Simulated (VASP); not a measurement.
# MnO (Fm-3m) in VASP: a series of runs, part 2 of 2

VASP 6.6.1. Earlier steps stand in the parts before.

### Step 4. Single point, PBE, collinear spin, antiferromagnetic start

INCAR

```
PREC = Accurate ; ENCUT = 520
EDIFF = 1E-7 ; ISMEAR = -1
SIGMA = 0.05 ; LREAL = F
LASPH = T ; NELM = 150
ALGO = Normal ; ISIF = 2
LWAVE = F ; LCHARG = T
ISPIN = 2 ; MAGMOM = 4.5 -4.5 0 0
LORBIT = 11 ; LMAXMIX = 4
GGA = PE ; LELF = T
LVHAR = T ; NBANDS = 31
```

KPOINTS

```
regular mesh
0
Gamma
  4 8 8
```

POSCAR

```
MnO
1.0
    0.0000000000      4.4460000000      4.4460000000
    2.2230000000      0.0000000000      2.2230000000
    2.2230000000      2.2230000000      0.0000000000
Mn O
2 2
Direct
    0.0000000000      0.0000000000      0.0000000000
    0.5000000000      0.0000000000      0.0000000000
    0.2500000000      0.5000000000      0.5000000000
    0.7500000000      0.5000000000      0.5000000000
```

Potentials or basis: VASP PAW PBE potentials, release 64 (Mn_pv, O).

On the command line:

```sh
$ cat potpaw_PBE.64/Mn_pv/POTCAR potpaw_PBE.64/O/POTCAR > POTCAR
$ mpirun -np 1 vasp_std > vasp.out
```

OUTCAR:

```text
PREC = Accurate
   ENCUT = 520
   EDIFF = 1E-7
   ISMEAR = -1
   LREAL = F
   LASPH = T
   NELM = 150
   ISIF = 2
   ISPIN = 2
   LORBIT = 11
   GGA = PE

 ion  position               nearest neighbor table
   1  0.000  0.000  0.000-   4 2.22   3 2.22   4 2.22   3 2.22   4 2.22   3 2.22   2 3.14   2 3.14
                             2 3.14   2 3.14   2 3.14   2 3.14
   2  0.500  0.000  0.000-   3 2.22   3 2.22   4 2.22   3 2.22   4 2.22   4 2.22   1 3.14   1 3.14
                             1 3.14   1 3.14   1 3.14   1 3.14
   3  0.250  0.500  0.500-   1 2.22   1 2.22   2 2.22   1 2.22   2 2.22   2 2.22
   4  0.750  0.500  0.500-   2 2.22   1 2.22   2 2.22   1 2.22   2 2.22   1 2.22

  LATTYP: Found a trigonal (rhomboedric) cell.
[... 1911 lines left out ...]
     2.223000000  0.000000000  2.223000000     0.224921278 -0.224921278  0.224921278
     2.223000000  2.223000000  0.000000000     0.224921278  0.224921278 -0.224921278

 POSITION                                       TOTAL-FORCE (eV/Angst)
 -----------------------------------------------------------------------------------
      0.00000      0.00000      0.00000         0.000000      0.000000      0.000000
      0.00000      2.22300      2.22300         0.000000     -0.000000     -0.000000
      2.22300      2.22300      2.22300        -0.000000     -0.000000     -0.000000
      2.22300      4.44600      4.44600        -0.000000     -0.000000     -0.000000
 -----------------------------------------------------------------------------------
    total drift:                                0.000000      0.000000      0.000000

  FREE ENERGIE OF THE ION-ELECTRON SYSTEM (eV)
  ---------------------------------------------------
  free  energy   TOTEN  =       -33.1097803929 eV

  energy  without entropy=      -33.1097752838  energy(sigma->0) =      -33.10977784

 total charge

# of ion       s       p       d       tot
------------------------------------------
    1        0.200   6.175   4.981  11.355
    2        0.200   6.175   4.981  11.355
    3        1.561   3.416   0.000   4.978
    4        1.561   3.416   0.000   4.978
--------------------------------------------------
tot          3.522  19.182   9.961  32.665

 magnetization (x)

# of ion       s       p       d       tot
------------------------------------------
    1        0.016   0.016   4.302   4.333
    2       -0.016  -0.016  -4.302  -4.333
    3        0.000   0.000   0.000   0.000
    4        0.000   0.000   0.000   0.000
--------------------------------------------------
tot          0.000   0.000   0.000   0.000
```

stdout:

```text
POSCAR found type information on POSCAR MnO
 POSCAR found :  2 types and       4 ions
 scaLAPACK will be used
 LDA part: xc-table for (Slater+PW92), standard interpolation
 -----------------------------------------------------------------------------
|                                                                             |
|           W    W    AA    RRRRR   N    N  II  N    N   GGGG   !!!           |
|           W    W   A  A   R    R  NN   N  II  NN   N  G    G  !!!           |
|           W    W  A    A  R    R  N N  N  II  N N  N  G       !!!           |
|           W WW W  AAAAAA  RRRRR   N  N N  II  N  N N  G  GGG   !            |
|           WW  WW  A    A  R   R   N   NN  II  N   NN  G    G                |
|           W    W  A    A  R    R  N    N  II  N    N   GGGG   !!!           |
|                                                                             |
|     Your reciprocal lattice and k-lattice belong to different lattice       |
|     classes:                                                                |
|                                                                             |
|        The reciprocal lattice is rhombohedral (trigonal),                   |
|        whereas your k-lattice is body-centered cubic.                       |
|                                                                             |
|     Results are often still useful ...                                      |
|                                                                             |
 -----------------------------------------------------------------------------

 POSCAR, INCAR and KPOINTS ok, starting setup
 FFT: planning ... GRIDC
 FFT: planning ... GRID_SOFT
 FFT: planning ... GRID
 WAVECAR not read
 entering main loop
```

Wall time 35 s (1 thread of Intel Xeon 6975P-C (Granite Rapids), shared host); peak memory 0.22 GiB.

Results:

```
Free energy                                           : -33.1098 eV
Pressure                                              : -0.5 GPa
Band gap on the k mesh                                : 0.88 eV
Net moment                                            : 0.00 μB per cell
Site moments                                          : Mn +4.33, -4.33; O +0.00 μB
Valence electrons inside the program's atomic spheres : Mn 11.36; O 4.98
```

### Step 5. Overview

| level | spin | U | gap on the mesh (eV) | pressure (GPa) | moment (μB) |
| --- | --- | --- | --- | --- | --- |
| PBE+U | off | Mn d U = 4.0 eV | none | -26.4 | - |
| PBE | collinear, ferromagnetic start | - | none | 0.3 | 9.57 |
| PBE | collinear, antiferromagnetic start | - | 0.88 | -0.5 | 0.00 |

Alike in all rows: task single point; potentials or basis VASP PAW PBE potentials, release 64 (Mn_pv, O); cell as given; k mesh 4 × 8 × 8; cutoff (eV) 520; smearing fermi-dirac 0.05 eV.

On the cell as given the gap runs from zero (PBE+U) to 0.88 eV (PBE). The pressure there spans -26.4 GPa (PBE+U) to 0.3 GPa (PBE); a positive pressure means that this level wants a larger cell, a negative one a smaller.

Caveats: the cell stands under tension (at least some runs); U without spin polarisation on a metal has little footing (at least some runs); semilocal functionals often make such compounds metallic where correlation or magnetic order opens a gap, which also shifts bond lengths (at least some runs); the run started ferromagnetic, and an antiferromagnetic order may lie lower in energy (at least some runs).

Total energies depend on the potentials used, so only differences within one code and one set of settings carry meaning.
